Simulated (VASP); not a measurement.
# NaH (Fm-3m) in VASP: a series of runs

NaH is run at these levels: r2SCAN; tasks: phonons.

Everything below comes from runs of VASP 6.6.1. Logs are shortened: lines on timing, memory, paths and dates and some standing lists are left out, and cuts for length are marked.

## 1. The cell of the first run

It takes space group Fm-3m (No. 225, cubic). The conventional cell has a = 4.295 Å, b = 4.295 Å, c = 4.295 Å, α = 90.00°, β = 90.00°, γ = 90.00°. Na (site symmetry m-3m) has 6 H at 2.15 Å within 2.8 Å. H (site symmetry m-3m) has 6 Na at 2.15 Å within 2.8 Å.

## 2. Phonons, r2SCAN

Input file INCAR:

```
PREC = Accurate
ENCUT = 520
EDIFF = 1E-8
ISMEAR = 0
SIGMA = 0.01
LREAL = F
LASPH = T
NELM = 80
ALGO = Normal
ISIF = 2
LWAVE = F
LCHARG = F
METAGGA = R2SCAN
LMIXTAU = T
NBANDS = 11
IBRION = 6
NFREE = 2
POTIM = 0.015
NSW = 1
```

Input file KPOINTS:

```
regular mesh
0
Gamma
  8 8 8
```

Input file POSCAR:

```
NaH
1.0
    2.1475287362      2.1475287362      0.0000000000
   -2.1475287362      2.1475287362      0.0000000000
    0.0000000000      2.1475287362      2.1475287362
Na H
1 1
Direct
    0.0000000000      0.0000000000      0.0000000000
    0.5000000000      0.5000000000      0.0000000000
```

Potentials or basis: VASP PAW PBE potentials, release 64 (Na_pv, H).

On the command line:

```sh
cat potpaw_PBE.64/Na_pv/POTCAR potpaw_PBE.64/H/POTCAR > POTCAR
mpirun -np 1 vasp_std > vasp.out
```

OUTCAR:

```text
PREC = Accurate
   ENCUT = 520
   EDIFF = 1E-8
   ISMEAR = 0
   LREAL = F
   LASPH = T
   NELM = 80
   ISIF = 2
   METAGGA = R2SCAN
   IBRION = 6
   NFREE = 2
   POTIM = 0.015
   NSW = 1

 ion  position               nearest neighbor table
   1  0.000  0.000  0.000-
   2  0.500  0.500  0.000-

  LATTYP: Found a face centered cubic cell.
 ALAT       =     4.2950574724

  Lattice vectors:

 A1 = (   0.0000000000,   2.1475287362,   2.1475287362)
 A2 = (   2.1475287362,   0.0000000000,   2.1475287362)
 A3 = (   2.1475287362,   2.1475287362,   0.0000000000)

Analysis of symmetry for initial positions (statically):
=====================================================================
 Subroutine PRICEL returns:
 Original cell was already a primitive cell.

 Routine SETGRP: Setting up the symmetry group for a
 face centered cubic supercell.

 Subroutine GETGRP returns: Found 48 space group operations
 (whereof 48 operations were pure point group operations)
 out of a pool of 48 trial point group operations.

The static configuration has the point symmetry O_h .

Analysis of symmetry for dynamics (positions and initial velocities):
=====================================================================
 Subroutine PRICEL returns:
 Original cell was already a primitive cell.

 Routine SETGRP: Setting up the symmetry group for a
 face centered cubic supercell.

 Subroutine GETGRP returns: Found 48 space group operations
 (whereof 48 operations were pure point group operations)
 out of a pool of 48 trial point group operations.

The dynamic configuration has the point symmetry O_h .

 Subroutine INISYM returns: Found 48 space group operations
 (whereof 48 operations are pure point group operations),
 and found     1 'primitive' translations

----------------------------------------------------------------------------------------

                                     Primitive cell

  volume of cell :      19.8083

  direct lattice vectors                    reciprocal lattice vectors
     2.147528736  2.147528736  0.000000000     0.232825755  0.232825755 -0.232825755
    -2.147528736  2.147528736  0.000000000    -0.232825755  0.232825755 -0.232825755
     0.000000000  2.147528736  2.147528736     0.000000000  0.000000000  0.465651511

[... 275 lines left out ...]

 number of electron       7.9999995 magnetization

 Free energy of the ion-electron system (eV)
  ---------------------------------------------------
  ext. energy  EPLUGINS =         0.00000000
  ---------------------------------------------------
  free energy    TOTEN  =        -7.33615895 eV

  energy without entropy =       -7.33615895  energy(sigma->0) =       -7.33615895

 E-fermi :   0.0446     XC(G=0):  -9.5474

 val. band max:       -0.1183858138   @ k =  -0.2500   0.2500   0.5000
 cond. band min:       4.9522944256   @ k =   0.5000   0.0000   0.0000
 fundamental gap:      5.0706802394
 Fermi energy:         0.0445856212

 k-point     1 :       0.0000    0.0000    0.0000
  band No.  band energies     occupation
      1     -22.4612      2.00000
      2     -22.4610      2.00000
      3     -22.4608      2.00000
      4      -4.7102      2.00000
      5      15.0253      0.00000
      6      19.0908      0.00000
      7      19.0924      0.00000
      8      19.0930      0.00000
      9      21.1141      0.00000
     10      21.1148      0.00000
     11      21.1150      0.00000
[... 309 lines left out ...]
 k-point    24 :       0.5000    0.2500    0.1250
  band No.  band energies     occupation
      1     -22.6986      2.00000
      2     -22.5590      2.00000
      3     -22.5126      2.00000
      4      -0.6409      2.00000
      5       5.9494      0.00000
      6       9.9101      0.00000
      7      14.2844      0.00000
      8      19.7870      0.00000
      9      20.6956      0.00000
     10      24.8498      0.00000
     11      27.6780      0.00000

 [... further k-points ...]

------------------------ aborting loop because EDIFF is reached ----------------------------------------

  FORCE on cell =-STRESS in cart. coord.  units (eV):
  Direction    XX          YY          ZZ          XY          YZ          ZX
  --------------------------------------------------------------------------------------
  -------------------------------------------------------------------------------------
  Total        1.8102480      1.8069367      1.8069367     -0.0000000      0.0000000      0.0000000
  in kB      146.4204414    146.1526060    146.1526060     -0.0000000      0.0000000      0.0000000
  external PRESSURE =     146.2418844 kB  Pullay stress =       0.0000000 kB
[... 17 lines left out ...]
  FREE ENERGIE OF THE ION-ELECTRON SYSTEM (eV)
  ---------------------------------------------------
  free  energy   TOTEN  =        -7.3361589547 eV

  energy  without entropy=       -7.3361589547  energy(sigma->0) =       -7.33615895

 INTERNAL STRAIN TENSORS FROM DISPLACED ATOMS
 ============================================

 INTERNAL STRAIN TENSOR FOR ION    1 for displacements in x,y,z  (eV/Angst):
          X           Y           Z          XY          YZ          ZX
  --------------------------------------------------------------------------------
  x     0.00000     0.00000     0.00000     0.00000     0.00000     0.00000
  y     0.00000     0.00000     0.00000     0.00000     0.00000     0.00000
  z     0.00000     0.00000     0.00000     0.00000     0.00000     0.00000

 INTERNAL STRAIN TENSOR FOR ION    2 for displacements in x,y,z  (eV/Angst):
          X           Y           Z          XY          YZ          ZX
  --------------------------------------------------------------------------------
  x     0.00000     0.00000     0.00000     0.00000     0.00000     0.00000
  y     0.00000     0.00000     0.00000     0.00000     0.00000     0.00000
  z     0.00000     0.00000     0.00000     0.00000     0.00000     0.00000

 Eigenvectors and eigenvalues of the dynamical matrix
 ----------------------------------------------------

   1 f  =   26.740845 THz   168.017682 2PiTHz  891.978566 cm-1   110.591198 meV
             X         Y         Z           dx          dy          dz
      0.000000  0.000000  0.000000     0.000000    0.000000   -0.183830
      0.000000  2.147529  0.000000     0.000000    0.000000    0.982958
[... 21 lines left out ...]
   6 f/i=    0.554441 THz     3.483659 2PiTHz   18.494177 cm-1     2.292985 meV
             X         Y         Z           dx          dy          dz
      0.000000  0.000000  0.000000     0.006534    0.258786    0.948258
      0.000000  2.147529  0.000000     0.001222    0.048397    0.177341

 ELASTIC MODULI CONTR FROM IONIC RELAXATION (kBar)
 Direction    XX          YY          ZZ          XY          YZ          ZX
 --------------------------------------------------------------------------------
 XX           0.0000      0.0000      0.0000      0.0000      0.0000      0.0000
 YY           0.0000      0.0000      0.0000      0.0000      0.0000      0.0000
 ZZ           0.0000      0.0000      0.0000      0.0000      0.0000      0.0000
 XY           0.0000      0.0000      0.0000      0.0000      0.0000      0.0000
 YZ           0.0000      0.0000      0.0000      0.0000      0.0000      0.0000
 ZX           0.0000      0.0000      0.0000      0.0000      0.0000      0.0000
 --------------------------------------------------------------------------------
```

OSZICAR:

```text
N       E                     dE             d eps       ncg     rms          rms(c)
DAV:   1     0.429295573010E+02    0.42930E+02   -0.48086E+03   641   0.875E+02
[... 77 lines left out ...]
DAV:   3    -0.733744888879E+01   -0.88707E-03   -0.86634E-04  1316   0.255E-01    0.673E-03
DAV:   4    -0.733676389552E+01    0.68499E-03   -0.45026E-04  1310   0.189E-01    0.790E-03
DAV:   5    -0.733626242291E+01    0.50147E-03   -0.28203E-05  1310   0.385E-02    0.349E-03
DAV:   6    -0.733619546698E+01    0.66956E-04   -0.67823E-06  1418   0.271E-02    0.245E-03
DAV:   7    -0.733616327751E+01    0.32189E-04   -0.29578E-06  1325   0.146E-02    0.726E-04
DAV:   8    -0.733616100134E+01    0.22762E-05   -0.65442E-07  1465   0.761E-03    0.317E-04
DAV:   9    -0.733615896457E+01    0.20368E-05   -0.22405E-07  1310   0.531E-03    0.242E-04
DAV:  10    -0.733615895465E+01    0.99153E-08   -0.14619E-08  1481   0.679E-04
   5 F= -.73361590E+01 E0= -.73361590E+01  d E =-.222446-119
```

stdout:

```text
POSCAR found type information on POSCAR NaH
 POSCAR found :  2 types and       2 ions
 scaLAPACK will be used
 -----------------------------------------------------------------------------
|                                                                             |
|                                                                             |
|     You enforced a specific xc type in the INCAR file but a different       |
|     I HOPE YOU KNOW WHAT YOU ARE DOING!                                     |
|                                                                             |
 -----------------------------------------------------------------------------

 LDA part: xc-table for (None), standard interpolation
 POSCAR, INCAR and KPOINTS ok, starting setup
 FFT: planning ... GRIDC
 FFT: planning ... GRID_SOFT
 FFT: planning ... GRID
 WAVECAR not read
 entering main loop
 Found     2 degrees of freedom:
 Finite differences POTIM= 0.01500 DOF=   2
 bond charge predicted
 Finite differences progress:
 bond charge predicted
 Finite differences progress:
 bond charge predicted
 Finite differences progress:
 bond charge predicted
 Finite differences progress:
```

Wall time 3 min (1 thread of AMD EPYC 9R45 (Zen 5), shared host); peak memory 0.12 GiB.

What came out:

```
Highest phonon frequency at Γ : 892 cm⁻¹
```

Phonon frequencies in cm⁻¹ (negative: imaginary):
| q point | frequencies |
| --- | --- |
| (0.000, 0.000, 0.000) | -18 -18 -18 892 892 892 |

Caveat: the cell stands under pressure or tension, which shifts response properties; some modes are imaginary; the PAW data sets were made with another functional, which shifts forces and pressure a little.

(Part 1 of 4 ends here.)
